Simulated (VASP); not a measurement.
Input of a VASP 6.6.1 run:

The input INCAR:

```
PREC = Accurate
ENCUT = 520
EDIFF = 1E-6
ISMEAR = -1
SIGMA = 0.08
LREAL = F
LASPH = T
NELM = 100
ALGO = Normal
ISIF = 2
LWAVE = F
LCHARG = F
GGA = CA
NBANDS = 28
```

Contents of KPOINTS:

```
Automatic mesh
0
Gamma
  9 9 9
```

Contents of POSCAR:

```
AgPt3
1.0
    3.9000000000     -0.0195000000     -0.0195000000
   -0.0195000000      3.9000000000     -0.0195000000
   -0.0195000000     -0.0195000000      3.9000000000
Ag Pt
1 3
Direct
    0.0000000000      0.0000000000      0.0000000000
    0.0000000000      0.5000000000      0.5000000000
    0.5000000000      0.0000000000      0.5000000000
    0.5000000000      0.5000000000      0.0000000000
```

Potentials or basis: VASP PAW LDA potentials, release 64 (Ag, Pt).

Launch:

```bash
$ cat potpaw_LDA.64/Ag/POTCAR potpaw_LDA.64/Pt/POTCAR > POTCAR
$ mpirun -np 1 vasp_std > vasp.out
```

Task: What does it give for the band gap on the k mesh?

Result: Zero (an odd number of electrons rules out a gap without spin polarisation).

Task: What does it give for the pressure?

Result: 2.9 GPa.

Stress tensor (GPa, compression positive):
```
2.94 1.10 1.10
1.10 2.94 1.10
1.10 1.10 2.94
```

Caveat: the cell differs from its parent crystal (equal xy, yz and zx shear strains of -1 %); spin-orbit coupling is left out, which moves the levels of the heavy elements.
